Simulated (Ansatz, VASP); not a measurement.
**Cd4SeS3 in VASP and in Ansatz**

```
Cd Se S
1.0
     4.24184    0.00000    0.00000
     0.00000    4.24184    0.00000
     0.00000    0.00000   11.96146
Cd Se S
4 1 3
Direct
  0.50000 0.00000 0.62161
  0.00000 0.50000 0.86557
  0.50000 0.00000 0.13443
  0.00000 0.50000 0.37839
  0.00000 0.00000 0.00000
  0.50000 0.50000 0.25656
  0.00000 0.00000 0.50000
  0.50000 0.50000 0.74344
```

Alike in both runs: task single point; functional PBE; k mesh 4 × 4 × 2; occupations gaussian, width 0.1 eV; no spin polarisation.

|  | VASP | Ansatz |
| --- | --- | --- |
| version | VASP 6.6.1 | Ansatz 0.2.0 |
| potentials or method | VASP PAW PBE potentials, release 64 (Cd, Se, S), cutoff 520 eV | scalar-relativistic, plane waves, PAW |
| valence electrons in the cell | 72 | 114 |

|  | VASP | Ansatz | Ansatz less VASP |
| --- | --- | --- | --- |
| gap on the k mesh at the Fermi level (eV) | 0.84 | 0.84 | -0.001 |
| least direct gap on the mesh (eV) | 0.84 | 0.84 | -0.001 |
| pressure (GPa) | 0.3 | 0.1 | -0.29 |
| traceless stress, the component that is largest in VASP (GPa) | -0.07 | -0.07 | +0.001 |

VASP's potentials hold 72 valence electrons a cell and Ansatz's 114, so a difference there can come from the potentials and not from the codes.
